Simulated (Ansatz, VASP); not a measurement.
## One calculation of PbS, two programs

```
Pb S
1.0
     1.99318   -5.74137    0.00000
     1.99318    5.74137    0.00000
     0.00000    0.00000    4.10080
Pb S
2 2
Direct
  0.86944 0.13056 0.75000
  0.13056 0.86944 0.25000
  0.64520 0.35480 0.75000
  0.35480 0.64520 0.25000
```

Alike in both runs: task single point; functional LDA; k mesh 6 × 6 × 6; no spin polarisation.

|  | VASP | Ansatz |
| --- | --- | --- |
| version | VASP 6.6.1 | Ansatz 0.2.0 |
| potentials or method | VASP PAW LDA potentials, release 64 (Pb_d, S), cutoff 520 eV | plane waves, PAW |
| occupations | gaussian, width 0.01 eV | fixed |
| valence electrons in the cell | 40 | 40 |

Ansatz gave:

| Item | Value |
| --- | --- |
| pressure (GPa) | 4.6 |
| traceless stress, the component that is largest in VASP (GPa) | -0.31 |

Problem. What did VASP give for the same quantities?

Solution. Pressure (GPa): 4.7; traceless stress, the component that is largest in VASP (GPa): -0.30.

LDA's correlation is that of Perdew and Zunger in VASP and of Perdew and Wang (1992) in Ansatz.

Spin-orbit coupling is off throughout.
